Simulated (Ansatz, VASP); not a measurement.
Two plane-wave programs on TiO2

The input INCAR:

```
SYSTEM = TiO2
PREC = Accurate
ENCUT = 520
EDIFF = 1E-7
ISMEAR = 0
SIGMA = 0.05
LREAL = .False.
LASPH = .True.
NELM = 60
ALGO = Normal
ISIF = 2
LWAVE = .False.
LCHARG = .True.
GGA = PE
LELF = .True.
LVHAR = .True.
NBANDS = 33
```

Contents of KPOINTS:

```
regular mesh
0
Gamma
  6 6 10
  0 0 0
```

File POSCAR:

```
TiO2
1.0
    4.6433998164      0.0000000000      0.0000000000
    0.0000000000      4.6433998164      0.0000000000
    0.0000000000      0.0000000000      2.9638636888
Ti O
2 4
Direct
    0.0000000000      0.0000000000      0.0078488792
    0.5000000000      0.5000000000      0.5078488792
    0.3050970583      0.3050970583     -0.0117414307
    0.1949029417      0.8050970583      0.4882585693
    0.6949029417      0.6949029417     -0.0117414307
    0.8050970583      0.1949029417      0.4882585693
```

Input for Ansatz:

```yaml
crystal:
  lattice:
    - [4.6433998164, 0.0, 0.0]
    - [0.0, 4.6433998164, 0.0]
    - [0.0, 0.0, 2.9638636888]
  atoms:
    - { symbol: Ti, position: [0.0, 0.0, 0.0078488792] }
    - { symbol: Ti, position: [0.5, 0.5, 0.5078488792] }
    - { symbol: O, position: [0.3050970583, 0.3050970583, -0.0117414307] }
    - { symbol: O, position: [0.1949029417, 0.8050970583, 0.4882585693] }
    - { symbol: O, position: [0.6949029417, 0.6949029417, -0.0117414307] }
    - { symbol: O, position: [0.8050970583, 0.1949029417, 0.4882585693] }
basis:
  ecutwfc: 520.0
kpoints:
  mp_grid: { grid: [6, 6, 10] }
hamiltonian:
  xc: pbe
  pseudopotentials: { kind: paw, azcp: { folder: soft_1 } }
scf:
  occupations: { method: gaussian, width: 0.05 }
output:
  forces: true
  stress: true
  eigenvalues: true
```

Change from the starting cell: mode 1 frozen in at -0.035 Å, equal normal strain along x, y and z +0.0000.

Alike in both runs: task single point; functional PBE; k mesh 6 × 6 × 10; occupations gaussian, width 0.05 eV; no spin polarisation.

|  | VASP | Ansatz |
| --- | --- | --- |
| version | VASP 6.6.1 | Ansatz 0.2.0 |
| potentials or method | VASP PAW PBE potentials, release 64 (Ti_sv, O), cutoff 520 eV | scalar-relativistic, plane waves, PAW |
| valence electrons in the cell | 48 | 48 |

Ansatz gave:

| Property | Result |
| --- | --- |
| gap on the k mesh at the Fermi level (eV) | 1.95 |
| least direct gap on the mesh (eV) | 1.96 |
| pressure (GPa) | 0.5 |
| traceless stress, the component that is largest in VASP (GPa) | 0.13 |
| rms of the force components (eV/Å) | 0.018 |

Q: Estimate VASP's values.

A: gap on the k mesh at the Fermi level (eV): 1.93; least direct gap on the mesh (eV): 1.94; pressure (GPa): 1.1; traceless stress, the component that is largest in VASP (GPa): 0.37; rms of the force components (eV/Å): 0.028.

Atom by atom the forces differ by 0.017 eV/Å (rms over components). The functional is the same, so the differences come from potentials, cutoffs and numerics.
